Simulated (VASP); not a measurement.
Input of a VASP 6.6.1 run:

File INCAR:

```
SYSTEM = H3W8C9
PREC = Accurate
ENCUT = 520
EDIFF = 1E-6
ISMEAR = 0
SIGMA = 0.1
LREAL = Auto
LASPH = .TRUE.
NELM = 100
ALGO = Normal
ISIF = 2
LWAVE = .FALSE.
LCHARG = .FALSE.
NBANDS = 92
```

KPOINTS

```
regular mesh
0
G
  4 5 1
  0 0 0
```

Contents of POSCAR:

```
H3W8C9
1.0
    5.7156600000      0.0000000000      0.0000000000
    0.0000000000      5.6104000000      0.0000000000
    0.0000000000      0.0000000000     16.1249220000
W C H
8 9 3
Direct
    0.0000000000      0.0000000000      0.0620158039
    0.2520779752      0.0006256238      0.2098187514
    0.0000000000      0.5000000000      0.0620158039
    0.2513924901      0.4987979467      0.2116789154
    0.5000000000      0.0000000000      0.0620158039
    0.7490095632     -0.0007924569      0.2072212814
    0.5000000000      0.5000000000      0.0620158039
    0.7563184304      0.5032954870      0.2137091268
    0.0088976601      0.2524884144      0.1599455799
    0.4784073930      0.2467613717      0.2783723853
   -0.0057832341      0.7496581349      0.1521625965
    0.0481260257      0.7578074647      0.2818942008
    0.5146954158      0.2506143947      0.1513351196
    0.7063728423      0.2447381648      0.3097345835
    0.4947421645      0.7476024882      0.1596885244
    0.8446004486      0.8053937331      0.3283642550
    0.8099977955      0.0584430700      0.3673112341
    0.7578263928     -0.3415104092      0.3624103732
    0.9842515125      0.1176589904      0.3882725138
    0.6970397119      0.0383562669      0.4222446471
```

Potentials or basis: VASP PAW LDA potentials, release 64 (W_sv, C, H).

Run with:

```sh
$ cat potpaw_LDA.64/W_sv/POTCAR potpaw_LDA.64/C/POTCAR potpaw_LDA.64/H/POTCAR > POTCAR
$ mpirun -np 1 vasp_std > vasp.out
```

Q: Estimate the largest force.

A: 0.662 eV/Å.

Q: Predict the band gap on the k mesh.

A: Zero (an odd number of electrons rules out a gap without spin polarisation).

Forces on the atoms (eV/Å):
```
W    0.003  0.423 -0.183
W   -0.008 -0.005  0.074
W   -0.015 -0.459  0.133
W    0.001  0.006  0.080
W   -0.022 -0.518 -0.411
W   -0.004 -0.026  0.042
W    0.013  0.553 -0.128
W   -0.005  0.030  0.053
C    0.000 -0.003 -0.003
C   -0.037  0.001  0.039
C    0.005 -0.005  0.033
C    0.040 -0.021  0.006
C   -0.008  0.004  0.034
C    0.040  0.037  0.104
C    0.014 -0.007  0.006
C    0.001  0.001  0.046
C   -0.011  0.010 -0.007
H   -0.030 -0.037  0.018
H    0.052  0.013  0.020
H   -0.033  0.002  0.044
```

Caveat: there is no dipole correction, which matters where the two faces differ; spin-orbit coupling is left out, which moves the levels of the heavy elements; an odd number of electrons without spin polarisation forces a metal; a magnetic or distorted state may lie lower.
